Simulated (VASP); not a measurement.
Here is a VASP 6.6.1 calculation.

Contents of INCAR:

```
SYSTEM = CdS
PREC = Accurate
ENCUT = 520
EDIFF = 1E-6
ISMEAR = -1
SIGMA = 0.02
LREAL = .False.
LASPH = .True.
NELM = 60
ALGO = Normal
ISIF = 2
LWAVE = .False.
LCHARG = .False.
GGA = PE
NBANDS = 16
```

Contents of KPOINTS:

```
regular mesh
0
Gamma
  8 8 8
  0 0 0
```

Contents of POSCAR:

```
CdS
1.0
    0.0000000000      2.9392148365      2.9392148365
    2.8804305398      0.0000000000      2.9392148365
    2.8804305398      2.9392148365      0.0000000000
Cd S
1 1
Direct
    0.0000000000      0.0000000000      0.0000000000
    0.2500000000      0.2500000000      0.2500000000
```

Potentials or basis: VASP PAW PBE potentials, release 64 (Cd, S).

The run is started by

```bash
$ cat potpaw_PBE.64/Cd/POTCAR potpaw_PBE.64/S/POTCAR > POTCAR
$ mpirun -np 1 vasp_std > vasp.out
```

Q: What does it give for the band gap on the k mesh?

A: 1.10 eV, direct.

Q: Predict the pressure.

A: 3.0 GPa.

Stress tensor (GPa, compression positive):
```
3.20 0.00 0.00
0.00 2.88 0.00
0.00 0.00 2.88
```

Caveat: the cell differs from its parent crystal (uniaxial x strain -2.0%).
